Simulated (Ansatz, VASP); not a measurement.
**Li2PW2: VASP beside Ansatz**

```
CELL_PARAMETERS angstrom
-1.65513 1.65513 6.35501
1.65513 -1.65513 6.35501
1.65513 1.65513 -6.35501
ATOMIC_POSITIONS crystal
Li 0.41355 0.41355 0.00000
Li 0.58645 0.58645 0.00000
P 0.00000 0.00000 0.00000
W 0.19887 0.19887 0.00000
W 0.80113 0.80113 0.00000
```

Alike in both runs: functional PBE; k mesh 6 × 6 × 6; occupations gaussian, width 0.1 eV; no spin polarisation.

Ansatz relaxed the structure, and its values are those at the end. VASP's run is a single point on that final structure, the one shown.

```csv
,VASP,Ansatz
version,VASP 6.6.1,Ansatz 0.2.0
potentials or method,"VASP PAW PBE potentials, release 64 (Li_sv, P, W_sv), cutoff 520 eV","scalar-relativistic, plane waves, PAW"
valence electrons in the cell,39,39
```

Ansatz gave:

```
gap on the k mesh at the Fermi level (eV) : none
rms of the force components (eV/Å)        : 0.003
```

Which values does VASP return?

gap on the k mesh at the Fermi level (eV): none; rms of the force components (eV/Å): 0.005.

A gap of «none» marks a metal or a gap that the smearing closes.

The k mesh is coarse, so the values compare programs but aren't converged. Spin-orbit coupling is off throughout. Noted on VASP's run: the cutoff is short for stress, so the pressure is rough.
